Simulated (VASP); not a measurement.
Input of a VASP 6.6.1 run:

INCAR

```
SYSTEM = Ni
PREC = Accurate ; ENCUT = 520
EDIFF = 1E-6 ; ISMEAR = -1
SIGMA = 0.05 ; LREAL = .FALSE.
LASPH = .TRUE. ; NELM = 150
ALGO = Normal ; ISIF = 2
LWAVE = .FALSE. ; LCHARG = .FALSE.
ISPIN = 2 ; MAGMOM = 1
LORBIT = 11 ; LMAXMIX = 4
NBANDS = 15
```

The input KPOINTS:

```
regular mesh
0
G
  13 13 13
  0 0 0
```

File POSCAR:

```
Ni
1.0
    0.0000000000      1.7259110183      1.7259110183
    1.7259110183      0.0000000000      1.7259110183
    1.7259110183      1.7259110183      0.0000000000
Ni
1
Direct
    0.0000000000      0.0000000000      0.0000000000
```

Potentials or basis: VASP PAW LDA potentials, release 64 (Ni).

Command:

```bash
$ cat potpaw_LDA.64/Ni/POTCAR > POTCAR
$ mpirun -np 1 vasp_std > vasp.out
```

(1) Estimate the site moments.

(2) Estimate the pressure.

(3) What does it give for the net moment?

## Answers

(1) Ni +0.61 μB.

(2) -5.9 GPa.

(3) 0.61 μB per cell.
